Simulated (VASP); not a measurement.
A run of VASP 6.6.1:

File INCAR:

```
PREC = Accurate ; ENCUT = 520
EDIFF = 1E-6 ; ISMEAR = -1
SIGMA = 0.02 ; LREAL = False
LASPH = True ; NELM = 100
ALGO = Normal ; ISIF = 2
LWAVE = False ; LCHARG = False
GGA = PE ; NBANDS = 60
```

Contents of KPOINTS:

```
regular mesh
0
Gamma
  5 5 5
```

The input POSCAR:

```
TiO2
1.0
    4.5150000000      0.0000000000      0.0000000000
    0.0000000000      5.4970000000      0.0000000000
    0.0000000000      0.0000000000      4.9390000000
Ti O
4 8
Direct
    0.0000000000      0.1745255531      0.2500000000
    0.5000000000      0.3254744469      0.7500000000
    0.0000000000      0.8254744469      0.7500000000
    0.5000000000      0.6745255531      0.2500000000
    0.2703968752      0.3819143471      0.4196924314
    0.2296031248      0.1180856529      0.9196924314
    0.7703968752      0.1180856529      0.5803075686
    0.7296031248      0.3819143471      0.0803075686
    0.7296031248      0.6180856529      0.5803075686
    0.7703968752      0.8819143471      0.0803075686
    0.2296031248      0.8819143471      0.4196924314
    0.2703968752      0.6180856529      0.9196924314
```

Potentials or basis: VASP PAW PBE potentials, release 64 (Ti_sv, O).

Run with:

```sh
$ cat potpaw_PBE.64/Ti_sv/POTCAR potpaw_PBE.64/O/POTCAR > POTCAR
$ mpirun -np 1 vasp_std > vasp.out
```

Hardware: 1 thread of Intel(R) Xeon(R) Platinum 8259CL CPU @ 2.50GHz (Skylake/Cascade Lake), with other jobs on the host.

Task: How long does it take, and how much memory?

Result: Run time: 3.8 min on 1 thread of Intel(R) Xeon(R) Platinum 8259CL CPU @ 2.50GHz (Skylake/Cascade Lake), on a shared host, peak memory 0.3 GiB. Counts: scf iterations 16, k points 27.
